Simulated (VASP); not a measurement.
# CdS (I4mm) in VASP: further runs

The runs below take CdS through single point, with r2SCAN.

All numbers are computed with VASP 6.6.1; they aren't measurements. Logs are shortened: lines on timing, memory, paths and dates and some standing lists are left out, and cuts for length are marked.

## 1. The cell of the first run

Symmetry: I4mm, No. 107, tetragonal system. Conventional cell: a = 3.921 Å, b = 3.921 Å, c = 5.545 Å, α = 90.00°, β = 90.00°, γ = 90.00°. Cd (site symmetry 4mm) has 6 S at 2.56 to 2.98 Å within 3.4 Å. S (site symmetry 4mm) has 6 Cd at 2.56 to 2.98 Å within 3.4 Å.

## 2. Single point, r2SCAN

POSCAR reads:

```
CdS
1.0
    0.0000000000      2.7724455593      2.7724455593
    2.7724455593      0.0000000000      2.7724455593
    2.7724455593      2.7724455593      0.0000000000
Cd S
1 1
Direct
   -0.0084923707      0.0084923707      0.0084923707
    0.5297773349      0.4702226651      0.4702226651
```

INCAR.step1 reads:

```
SYSTEM = CdS
PREC = Accurate
ENCUT = 520
ISMEAR = 0
SIGMA = 0.05
LREAL = .FALSE.
LASPH = .TRUE.
NELM = 60
NBANDS = 16
GGA = PE
ALGO = Normal
EDIFF = 1E-4
LWAVE = .TRUE.
LCHARG = .FALSE.
```

INCAR.step2 reads:

```
SYSTEM = CdS
PREC = Accurate
ENCUT = 520
EDIFF = 1E-7
ISMEAR = 0
SIGMA = 0.05
LREAL = .FALSE.
LASPH = .TRUE.
NELM = 60
ALGO = Normal
ISIF = 2
LWAVE = .FALSE.
LCHARG = .FALSE.
METAGGA = R2SCAN
LMIXTAU = .TRUE.
NBANDS = 16
ISTART = 1
```

KPOINTS reads:

```
regular mesh
0
G
  8 8 8
  0 0 0
```

Potentials or basis: VASP PAW PBE potentials, release 64 (Cd, S).

The run is started by

```console
cat potpaw_PBE.64/Cd/POTCAR potpaw_PBE.64/S/POTCAR > POTCAR
cp INCAR.step1 INCAR
mpirun -np 1 vasp_std > vasp.out
cp INCAR.step2 INCAR
mpirun -np 1 vasp_std > vasp.out
```

OUTCAR:

```text
SYSTEM = CdS
   PREC = Accurate
   ENCUT = 520
   EDIFF = 1E-7
   ISMEAR = 0
   LREAL = .FALSE.
   LASPH = .TRUE.
   NELM = 60
   ISIF = 2
   METAGGA = R2SCAN
   ISTART = 1

 ion  position               nearest neighbor table
   1  0.992  0.008  0.008-   2 2.56   2 2.78   2 2.78   2 2.78   2 2.78   2 2.98
   2  0.530  0.470  0.470-   1 2.56   1 2.78   1 2.78   1 2.78   1 2.78   1 2.98

  LATTYP: Found a face centered cubic cell.
 ALAT       =     5.5448911186

  Lattice vectors:

 A1 = (   0.0000000000,   2.7724455593,   2.7724455593)
 A2 = (   2.7724455593,   0.0000000000,   2.7724455593)
 A3 = (   2.7724455593,   2.7724455593,   0.0000000000)

Analysis of symmetry for initial positions (statically):
=====================================================================
 Subroutine PRICEL returns:
 Original cell was already a primitive cell.

 Routine SETGRP: Setting up the symmetry group for a
 face centered cubic supercell.

 Subroutine GETGRP returns: Found  8 space group operations
 (whereof  8 operations were pure point group operations)
 out of a pool of 48 trial point group operations.

The static configuration has the point symmetry C_4v.

Analysis of symmetry for dynamics (positions and initial velocities):
=====================================================================
 Subroutine PRICEL returns:
 Original cell was already a primitive cell.

 Routine SETGRP: Setting up the symmetry group for a
 face centered cubic supercell.

 Subroutine GETGRP returns: Found  8 space group operations
 (whereof  8 operations were pure point group operations)
 out of a pool of 48 trial point group operations.

The dynamic configuration has the point symmetry C_4v.

 Subroutine INISYM returns: Found  8 space group operations
 (whereof  8 operations are pure point group operations),
 and found     1 'primitive' translations

----------------------------------------------------------------------------------------

                                     Primitive cell

  volume of cell :      42.6206

  direct lattice vectors                    reciprocal lattice vectors
     0.000000000  2.772445559  2.772445559    -0.180346192  0.180346192  0.180346192
     2.772445559  0.000000000  2.772445559     0.180346192 -0.180346192  0.180346192
     2.772445559  2.772445559  0.000000000     0.180346192  0.180346192 -0.180346192

  length of vectors
     3.920830111  3.920830111  3.920830111     0.312368768  0.312368768  0.312368768

  position of ions in fractional coordinates (direct lattice)
     0.991507629  0.008492371  0.008492371
     0.529777335  0.470222665  0.470222665

  ion indices of the primitive-cell ions
   primitive index   ion index
                 1           1
                 2           2

----------------------------------------------------------------------------------------

 KPOINTS: regular mesh

Automatic generation of k-mesh.
 Grid dimensions read from file:
 generate k-points for:    8    8    8

 Generating k-lattice:

  Cartesian coordinates                     Fractional coordinates (reciprocal lattice)
    -0.022543274  0.022543274  0.022543274     0.125000000  0.000000000  0.000000000
     0.022543274 -0.022543274  0.022543274     0.000000000  0.125000000  0.000000000
     0.022543274  0.022543274 -0.022543274     0.000000000  0.000000000  0.125000000

  Length of vectors
     0.039046096  0.039046096  0.039046096

  Shift w.r.t. Gamma in fractional coordinates (k-lattice)
     0.000000000  0.000000000  0.000000000

 Subroutine IBZKPT returns following result:
 ===========================================

 Found     59 irreducible k-points:

 Following reciprocal coordinates:
            Coordinates               Weight
  0.000000  0.000000  0.000000      1.000000
  0.125000  0.000000  0.000000      8.000000
  0.250000  0.000000  0.000000      8.000000
  0.375000  0.000000  0.000000      8.000000
  0.500000  0.000000  0.000000      4.000000
  0.125000  0.125000  0.000000      4.000000
[... 16 lines left out ...]
  0.000000  0.375000  0.250000      8.000000
  0.500000  0.250000  0.000000     16.000000
 [... further k-points ...]
   k-points           NKPTS =     59   k-points in BZ     NKDIM =     59   number of bands    NBANDS=     16
   number of dos      NEDOS =    301   number of ions     NIONS =      2
   total plane-waves  NPLWV =  27000
   dimension x,y,z NGX =    30 NGY =   30 NGZ =   30
   dimension x,y,z NGXF=    60 NGYF=   60 NGZF=   60
   ions per type =               1   1
   NGX,Y,Z   is equivalent  to a cutoff of  12.72, 12.72, 12.72 a.u.
   NGXF,Y,Z  is equivalent  to a cutoff of  25.44, 25.44, 25.44 a.u.
 SYSTEM =  CdS
   PREC   = accura    normal or accurate (medium, high low for compatibility)
   ISTART =      1    job   : 0-new  1-cont  2-samecut
   ICHARG =      0    charge: 1-file 2-atom 10-const
   ISPIN  =      1    spin polarized calculation?
   LNONCOLLINEAR =      F non collinear calculations
   LSORBIT =      F    spin-orbit coupling
   LASPH  =      T    aspherical Exc in radial PAW
   ENCUT  =  520.0 eV  38.22 Ry    6.18 a.u.   7.29  7.29  7.29*2*pi/ulx,y,z
   NELM   =     60;   NELMIN=  2; NELMDL=  0     # of ELM steps
   EDIFF  = 0.1E-06   stopping-criterion for ELM
   LREAL  =      F    real-space projection
   EDIFFG = 0.1E-05   stopping-criterion for IOM
   NSW    =      0    number of steps for IOM
   IBRION =     -1    ionic relax: 0-MD 1-quasi-New 2-CG
   NFREE  =      0    steps in history (QN), initial steepest desc. (CG)
   ISIF   =      2    stress and relaxation
   ISYM   =      2    0-nonsym 1-usesym 2-fastsym
   POTIM  = 0.5000    time-step for ionic-motion
   TEBEG  =    0.0;   TEEND  =   0.0 temperature during run
   PSTRESS=    0.0 pullay stress
   NELECT =      18.0000    total number of electrons
   NUPDOWN=      -1.0000    fix difference up-down
   EMIN   =  10.00;   EMAX   =-10.00  energy-range for DOS
   EFERMI =   0.00;   METHOD = LEGACY
   ISMEAR =     0;   SIGMA  =   0.05  broadening in eV -4-tet -1-fermi 0-gaus
   EFERMI_NEDOS =   21; number of points for ismear=-14 and -15
   IALGO  =     38    algorithm
   IMIX   =      4    mixing-type and parameters
     AMIX     =   0.40;   BMIX     =  1.00
     AMIX_MAG =   1.60;   BMIX_MAG =  1.00
  volume/ion in A,a.u.               =      21.31       143.81
  Fermi-wavevector in a.u.,A,eV,Ry     =   1.228267  2.321087 20.526277  1.508639
  Thomas-Fermi vector in A             =   2.363199
   LORBIT       =      0    0 simple, 1 ext, 2 COOP (PROOUT), +10 PAW based schemes
   METAGGA = R2SCAN    functional components
   LHFCALC =     F    Hartree Fock is set to
   AEXX    =    0.0000 exact exchange contribution
   IVDW    =     0    specifies the selected vdW correction
   LEPSILON=     F    determine dielectric tensor
   LRPA    =     F    only Hartree local field effects (RPA)
 non-spin polarized calculation
 Gauss-broadening in eV      SIGMA  =   0.05
  energy-cutoff  :      520.00
  volume of cell :       42.62
 maximum number of plane-waves:      1174
 NGX is ok and might be reduce to    30
   NGX = 15   NGY = 15   NGZ = 15

 number of electron      17.9999999 magnetization

 Free energy of the ion-electron system (eV)
  ---------------------------------------------------
  ext. energy  EPLUGINS =         0.00000000
  ---------------------------------------------------
  free energy    TOTEN  =       -29.47338122 eV

  energy without entropy =      -29.47338122  energy(sigma->0) =      -29.47338122

 E-fermi :   2.5023     XC(G=0): -10.7307

 val. band max:        2.2496157590   @ k =   0.0000  -0.2500   0.1250
 cond. band min:       3.0609823283   @ k =   0.5000   0.5000   0.0000
 fundamental gap:      0.8113665693
 Fermi energy:         2.5022507482

 k-point     1 :       0.0000    0.0000    0.0000
  band No.  band energies     occupation
      1     -10.7570      2.00000
      2      -5.5796      2.00000
      3      -5.5269      2.00000
      4      -5.5269      2.00000
      5      -5.4957      2.00000
      6      -5.4913      2.00000
[... 8 lines left out ...]
     15      14.3039      0.00000
     16      14.5141      0.00000

 k-point     2 :       0.1250    0.0000    0.0000
  band No.  band energies     occupation
      1     -10.6341      2.00000
      2      -5.6194      2.00000
      3      -5.5478      2.00000
      4      -5.5243      2.00000
      5      -5.4851      2.00000
      6      -5.4798      2.00000
[... 8 lines left out ...]
     15      13.2101      0.00000
     16      14.0253      0.00000

 k-point     3 :       0.2500    0.0000    0.0000
  band No.  band energies     occupation
      1     -10.3089      2.00000
      2      -5.7060      2.00000
      3      -5.6416      2.00000
      4      -5.5536      2.00000
      5      -5.4231      2.00000
      6      -5.4213      2.00000
[... 8 lines left out ...]
     15      13.6755      0.00000
     16      13.8667      0.00000

 k-point     4 :       0.3750    0.0000    0.0000
  band No.  band energies     occupation
      1      -9.9296      2.00000
      2      -5.7723      2.00000
      3      -5.7347      2.00000
      4      -5.6286      2.00000
      5      -5.3576      2.00000
      6      -5.3572      2.00000
[... 8 lines left out ...]
     15      14.9567      0.00000
     16      14.9783      0.00000
[... 324 lines left out ...]
 k-point    22 :       0.3750    0.2500    0.0000
  band No.  band energies     occupation
      1     -10.0477      2.00000
      2      -5.6268      2.00000
      3      -5.5435      2.00000
      4      -5.4900      2.00000
      5      -5.3419      2.00000
      6      -5.3208      2.00000
[... 8 lines left out ...]
     15      16.2703      0.00000
     16      17.4558      0.00000

 k-point    23 :       0.0000    0.3750    0.2500
  band No.  band energies     occupation
      1     -10.0462      2.00000
      2      -5.5823      2.00000
      3      -5.5369      2.00000
      4      -5.4984      2.00000
      5      -5.3522      2.00000
      6      -5.3404      2.00000
[... 8 lines left out ...]
     15      16.3141      0.00000
     16      17.5425      0.00000

 k-point    24 :       0.5000    0.2500    0.0000
  band No.  band energies     occupation
      1      -9.8506      2.00000
      2      -5.6823      2.00000
      3      -5.5761      2.00000
      4      -5.4574      2.00000
      5      -5.3088      2.00000
      6      -5.1690      2.00000
[... 8 lines left out ...]
     15      16.4648      0.00000
     16      17.7938      0.00000

 [... further k-points ...]
[... 5 lines left out ...]
  --------------------------------------------------------------------------------------
  -------------------------------------------------------------------------------------
  Total        0.1451423     -0.9081631     -0.9081631     -0.0000000     -0.0000000     -0.0000000
  in kB        5.4561382    -34.1393586    -34.1393586     -0.0000000     -0.0000000     -0.0000000
  external PRESSURE =     -20.9408597 kB  Pullay stress =       0.0000000 kB

 VOLUME and BASIS-vectors are now :
 -----------------------------------------------------------------------------
  energy-cutoff  :      520.00
  volume of cell :       42.62
      direct lattice vectors                 reciprocal lattice vectors
     0.000000000  2.772445559  2.772445559    -0.180346192  0.180346192  0.180346192
     2.772445559  0.000000000  2.772445559     0.180346192 -0.180346192  0.180346192
     2.772445559  2.772445559  0.000000000     0.180346192  0.180346192 -0.180346192

 POSITION                                       TOTAL-FORCE (eV/Angst)
 -----------------------------------------------------------------------------------
      0.04709      2.77245      2.77245        -0.374676      0.000000      0.000000
      2.60733      2.77245      2.77245         0.374676      0.000000      0.000000
 -----------------------------------------------------------------------------------
    total drift:                               -0.000257      0.000001      0.000001

  FREE ENERGIE OF THE ION-ELECTRON SYSTEM (eV)
  ---------------------------------------------------
  free  energy   TOTEN  =       -29.4733812246 eV

  energy  without entropy=      -29.4733812246  energy(sigma->0) =      -29.47338122
```

It took 100 s on 1 thread of Intel Xeon 6975P-C (Granite Rapids), shared host; peak memory 0.19 GiB.

What came out:

```yaml
Free_energy: -29.4734 eV
Pressure: -2.1 GPa
Largest_force: 0.375 eV/Å
Band_gap_on_the_k_mesh: 0.81 eV, indirect (least direct gap 1.97 eV)
```

Forces on the atoms (eV/Å):
```
Cd  -0.375  0.000  0.000
S    0.375  0.000  0.000
```

Stress tensor (GPa, compression positive):
```
 0.55  0.00  0.00
 0.00 -3.41  0.00
 0.00  0.00 -3.41
```

Caveat: the PAW data sets were made with another functional, which shifts forces and pressure a little.

## 3. Single point, r2SCAN

This run uses another cell than the first one, of 21.84 Å³/atom, 1.025 times its volume.

POSCAR reads:

```
CdS
1.0
    0.0000000000      2.7950788809      2.7950788809
    2.7950788809      0.0000000000      2.7950788809
    2.7950788809      2.7950788809      0.0000000000
Cd S
1 1
Direct
   -0.0063692780      0.0063692780      0.0063692780
    0.5223330012      0.4776669988      0.4776669988
```

INCAR.step1 reads:

```
PREC = Accurate ; ENCUT = 520
ISMEAR = 0 ; SIGMA = 0.05
LREAL = F ; LASPH = T
NELM = 80 ; NBANDS = 16
GGA = PE ; ALGO = Normal
EDIFF = 1E-4 ; LWAVE = T
LCHARG = F
```

INCAR.step2 reads:

```
PREC = Accurate ; ENCUT = 520
EDIFF = 1E-6 ; ISMEAR = 0
SIGMA = 0.05 ; LREAL = F
LASPH = T ; NELM = 80
ALGO = Normal ; ISIF = 2
LWAVE = F ; LCHARG = F
METAGGA = R2SCAN ; LMIXTAU = T
NBANDS = 16 ; ISTART = 1
```

KPOINTS reads:

```
regular mesh
0
Gamma
  8 8 8
```

Potentials or basis: VASP PAW PBE potentials, release 64 (Cd, S).

The run is started by

```console
cat potpaw_PBE.64/Cd/POTCAR potpaw_PBE.64/S/POTCAR > POTCAR
cp INCAR.step1 INCAR
mpirun -np 1 vasp_std > vasp.out
cp INCAR.step2 INCAR
mpirun -np 1 vasp_std > vasp.out
```

Run time: 98 s. Hardware: 1 thread of Intel Xeon 6975P-C (Granite Rapids), shared host; peak memory 0.19 GiB.

It converged, with:

```
Free energy            : -29.4669 eV
Pressure               : -4.2 GPa
Largest force          : 0.178 eV/Å
Band gap on the k mesh : 0.77 eV, indirect (least direct gap 1.83 eV)
```

Forces in eV/Å, atoms in the order of the input:
```
Cd  -0.178  0.000  0.000
S    0.178  0.000  0.000
```

Stress tensor (GPa, compression positive):
```
-2.87  0.00  0.00
 0.00 -4.86  0.00
 0.00  0.00 -4.86
```

Levels at points of the mesh, in eV from the valence-band top:
```csv
k point,band 6,band 7,band 8,band 9,band 10,band 11,band 12,band 13
"(0.00, 0.00, 0.00)",-7.72,-0.59,-0.58,-0.58,1.25,9.57,9.57,9.68
"(0.50, 0.00, 0.00)",-7.57,-4.55,-0.04,-0.01,4.12,6.52,6.55,6.98
"(0.50, 0.50, 0.00)",-6.91,-3.85,-1.91,-1.85,0.77,6.43,10.26,11.76
"(0.00, 0.50, 0.50)",-6.91,-3.91,-1.90,-1.90,0.78,6.52,10.32,11.70
```

Caveat: the PAW data sets were made with another functional, which shifts forces and pressure a little.

(Part 1 of 2 ends here.)
